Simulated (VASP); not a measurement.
Set up this calculation in VASP 6.6.1, as the native input.

```yaml
Task: single point
Functional: RPBE
Dispersion: D3(BJ)
Potentials_or_basis: VASP PAW PBE potentials, release 64 (Pb_d)
Cutoff: 520 eV
k_mesh: 9 × 9 × 9
Occupations: fermi-dirac, width 0.05 eV
Spin: no spin polarisation
Dipole_correction: no
Further_INCAR_settings: ALGO = Normal; EDIFF = 1e-06; NBANDS = 13
```

The structure of Pb lies in POSCAR:

```
Pb
1.0
    0.0000000000      2.4750200000      2.4750200000
    2.4750200000      0.0000000000      2.4750200000
    2.4750200000      2.4750200000      0.0000000000
Pb
1
Direct
    0.0000000000      0.0000000000      0.0000000000
```

The input as run:

INCAR

```
PREC = Accurate
ENCUT = 520
EDIFF = 1E-6
ISMEAR = -1
SIGMA = 0.05
LREAL = F
LASPH = T
NELM = 80
ALGO = Normal
ISIF = 2
LWAVE = F
LCHARG = T
GGA = RP
IVDW = 12
LELF = T
LVHAR = T
NBANDS = 13
```

KPOINTS

```
Automatic mesh
0
Gamma
  9 9 9
```

Potentials or basis: VASP PAW PBE potentials, release 64 (Pb_d).

Run with:

```console
$ cat potpaw_PBE.64/Pb_d/POTCAR > POTCAR
$ mpirun -np 1 vasp_std > vasp.out
```

It gave:

The pressure is -16.8 GPa and the band gap on the k mesh is zero (band 7 reaches 14.85 eV, above the bottom of band 8 at 5.87 eV). The dispersion energy per atom is -2.451 eV.

Caveat: the PAW data sets were made with another functional, which shifts forces and pressure a little; spin-orbit coupling is left out, which moves the levels of the heavy elements; pairwise dispersion overbinds metals, which lowers pressure and volume.

Run time: 15 s on 1 thread of Intel(R) Xeon(R) Platinum 8259CL CPU @ 2.50GHz (Skylake/Cascade Lake), on a shared host, peak memory 0.17 GiB.
